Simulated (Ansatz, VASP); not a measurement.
## One calculation of WS2, two programs

The input INCAR:

```
SYSTEM = WS2
  PREC = Accurate
  ENCUT = 520
  EDIFF = 1E-6
  ISMEAR = 0
  SIGMA = 0.05
  LREAL = .FALSE.
  LASPH = .TRUE.
  NELM = 150
  ALGO = Normal
  ISIF = 2
  LWAVE = .FALSE.
  LCHARG = .TRUE.
  ISPIN = 2
  MAGMOM = 2 2 0 0 0 0
  LORBIT = 11
  LMAXMIX = 4
  GGA = PE
  LELF = .TRUE.
  LVHAR = .TRUE.
  NBANDS = 39
```

KPOINTS

```
regular mesh
0
G
  10 10 2
  0 0 0
```

Contents of POSCAR:

```
WS2
1.0
    3.1878273111      0.0000000001      0.0000000000
   -1.5939136556      2.7607394343      0.0000000000
    0.0000000000      0.0000000000     14.8571278143
W S
2 4
Direct
    0.3333333333      0.6666666667      0.2500000000
    0.6666666667      0.3333333333      0.7500000000
    0.3333333333      0.6666666667      0.6442570267
    0.6666666667      0.3333333333      0.1442570267
    0.3333333333      0.6666666667      0.8557429733
    0.6666666667      0.3333333333      0.3557429733
```

Input for Ansatz:

```yaml
crystal:
  lattice:
    - [3.187827311134, 7.88674979471e-11, 0.0]
    - [-1.593913655635, 2.760739434281, 0.0]
    - [0.0, 0.0, 14.8571278143]
  atoms:
    - { symbol: W, position: [0.3333333333333, 0.6666666666667, 0.25], spin: 2.0 }
    - { symbol: W, position: [0.6666666666667, 0.3333333333333, 0.75], spin: 2.0 }
    - { symbol: S, position: [0.3333333333333, 0.6666666666667, 0.6442570267] }
    - { symbol: S, position: [0.6666666666667, 0.3333333333333, 0.1442570267] }
    - { symbol: S, position: [0.3333333333333, 0.6666666666667, 0.8557429733] }
    - { symbol: S, position: [0.6666666666667, 0.3333333333333, 0.3557429733] }
basis:
  ecutwfc: "500 eV"
  ecutrho_ratio: 4
kpoints:
  mp_grid: { grid: [10, 10, 2] }
hamiltonian:
  xc: pbe
scf:
  occupations: { method: gaussian, width: 0.05 }
  mixing: { algorithm: anderson, beta: 0.1, ndim: 2 }
output:
  forces: true
  stress: true
  write_density: true
  write_potential: true
  elf: true
  volumetric_format: npy
magnetization:
  spin_polarized: true
```

Alike in both runs: task single point; functional PBE; k mesh 10 × 10 × 2; occupations gaussian, width 0.05 eV; collinear spin.

|  | VASP | Ansatz |
| --- | --- | --- |
| version | VASP 6.6.1 | Ansatz 0.2.0 |
| potentials or method | VASP PAW PBE potentials, release 64 (W_sv, S), cutoff 520 eV | scalar-relativistic, plane waves, PAW |
| valence electrons in the cell | 52 | 52 |

```csv
,VASP,Ansatz,Ansatz less VASP
gap on the k mesh at the Fermi level (eV),1.78,1.78,-0.007
pressure (GPa),0.0,0.0,+0.04
net moment per atom (μB),0.00,0.00,0.000
```

With one functional, cell and mesh, what is left measures potentials, basis and numerics. Ansatz's warnings: seeded moment not kept, stability check not made.

Spin-orbit coupling is off throughout.
